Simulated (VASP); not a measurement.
Wanted: the native input for a VASP 6.6.1 run.

| Property | Result |
| --- | --- |
| Task | single point |
| Functional | r2SCAN |
| Potentials or basis | VASP PAW PBE potentials, release 64 (Ti_sv) |
| Cutoff | 520 eV |
| k mesh | 20 × 20 × 20 |
| Occupations | gaussian, width 0.15 eV |
| Spin | no spin polarisation |
| Dipole correction | no |
| Further INCAR settings | ALGO = Normal; EDIFF = 1e-07; NBANDS = 12 |

Ti:

```
Ti
1.0
    -1.62459    1.64100    1.64100
     1.62459   -1.64100    1.64100
     1.62459    1.64100   -1.64100
Ti
1
Direct
  0.00000 0.00000 0.00000
```

This cell differs from its parent crystal: strain -0.0100 x Voigt [1, 0, 0, 0, 0, 0].

These files were run (other wordings do the same):

POSCAR

```
Ti
1.0
   -1.6245900000      1.6410000000      1.6410000000
    1.6245900000     -1.6410000000      1.6410000000
    1.6245900000      1.6410000000     -1.6410000000
Ti
1
Direct
    0.0000000000      0.0000000000      0.0000000000
```

INCAR.step1

```
SYSTEM = Ti
PREC     = Accurate       ! precision mode
ENCUT    = 520            ! plane-wave cutoff, eV
ISMEAR   = 0              ! smearing method
SIGMA    = 0.15           ! smearing width, eV
LREAL    = .False.        ! projectors in reciprocal space
LASPH    = .True.         ! aspherical terms in the spheres
NELM     = 100            ! most SCF steps
NBANDS   = 12             ! bands
GGA      = PE             ! functional
ALGO     = Normal         ! electronic algorithm
EDIFF    = 1E-4           ! SCF threshold, eV
LWAVE    = .True.         ! write WAVECAR
LCHARG   = .False.        ! write CHGCAR
```

INCAR.step2

```
SYSTEM = Ti
PREC     = Accurate       ! precision mode
ENCUT    = 520            ! plane-wave cutoff, eV
EDIFF    = 1E-7           ! SCF threshold, eV
ISMEAR   = 0              ! smearing method
SIGMA    = 0.15           ! smearing width, eV
LREAL    = .False.        ! projectors in reciprocal space
LASPH    = .True.         ! aspherical terms in the spheres
NELM     = 100            ! most SCF steps
ALGO     = Normal         ! electronic algorithm
ISIF     = 2              ! what is computed and relaxed
LWAVE    = .False.        ! write WAVECAR
LCHARG   = .False.        ! write CHGCAR
METAGGA  = R2SCAN         ! meta-GGA
LMIXTAU  = .True.       
NBANDS   = 12             ! bands
ISTART   = 1
```

KPOINTS

```
Automatic mesh
0
Gamma
  20 20 20
  0 0 0
```

Potentials or basis: VASP PAW PBE potentials, release 64 (Ti_sv).

Command:

```sh
$ cat potpaw_PBE.64/Ti_sv/POTCAR > POTCAR
$ cp INCAR.step1 INCAR
$ mpirun -np 1 vasp_std > vasp.out
$ cp INCAR.step2 INCAR
$ mpirun -np 1 vasp_std > vasp.out
```

It gave:

```
Pressure               : -1.4 GPa
Band gap on the k mesh : zero (band 6 reaches 9.18 eV, above the bottom of band 7 at 7.33 eV)
```

Caveat: the cell differs from its parent crystal (strain -0.0100 x Voigt [1, 0, 0, 0, 0, 0]); the PAW data sets were made with another functional, which shifts forces and pressure a little.

It took 3.7 min on 1 thread of Intel(R) Xeon(R) 6975P-C (Granite Rapids), on a shared host, peak memory 0.25 GiB.
